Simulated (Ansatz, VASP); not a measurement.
## One calculation of Yb, two programs

Contents of INCAR:

```
SYSTEM = Yb
  ALGO = Normal
  EDIFF = 1E-6
  ENCUT = 520
  GGA = CA
  ISIF = 2
  ISMEAR = -1
  LASPH = .True.
  LCHARG = .False.
  LREAL = .False.
  LWAVE = .False.
  NBANDS = 18
  NELM = 100
  PREC = Accurate
  SIGMA = 0.1
```

File KPOINTS:

```
k-points
0
Gamma
  13 13 13
  0 0 0
```

Contents of POSCAR:

```
Yb
1.0
   -1.9151121586      1.9151121586      1.9151121586
    1.9151121586     -1.9151121586      1.9151121586
    1.9151121586      1.9151121586     -1.9151121586
Yb
1
Direct
    0.0000000000      0.0000000000      0.0000000000
```

Input for Ansatz:

```yaml
crystal:
  lattice:
    - [-1.9151121586, 1.9151121586, 1.9151121586]
    - [1.9151121586, -1.9151121586, 1.9151121586]
    - [1.9151121586, 1.9151121586, -1.9151121586]
  atoms:
    - { symbol: Yb, position: [0.0, 0.0, 0.0] }
hamiltonian:
  xc: lda
  pseudopotentials:
    kind: paw
    azcp:
      Yb: "pseudopotentials/Yb.paw.azcp"
basis:
  ecutwfc: 420
  fft_grid_basis: typed
kpoints:
  mp_grid: { grid: [13, 13, 13], shift: [0, 0, 0] }
magnetization:
  spin_polarized: false
scf:
  occupations: { method: fermi_dirac, width: 0.1 }
  lower_state_search: "off"
output:
  stress: true
  write_density: true
  write_potential: true
  elf: true
  volumetric_format: npy
```

Alike in both runs: task single point; functional LDA; k mesh 13 × 13 × 13; occupations fermi-dirac, width 0.1 eV; no spin polarisation.

|  | VASP | Ansatz |
| --- | --- | --- |
| version | VASP 6.6.1 | Ansatz 0.2.0 |
| potentials or method | VASP PAW PBE potentials, release 64 (Yb), cutoff 520 eV | plane waves (420 eV) with PAW, scalar-relativistic |
| valence electrons in the cell | 24 | 24 |

```csv
,VASP,Ansatz,Ansatz less VASP
pressure (GPa),-0.1,1.2,+1.32
```

VASP's potentials were made for PBE, not for LDA, and Ansatz warns of the same on its side. LDA's correlation is that of Perdew and Zunger in VASP and of Perdew and Wang (1992) in Ansatz.

Spin-orbit coupling is off throughout.
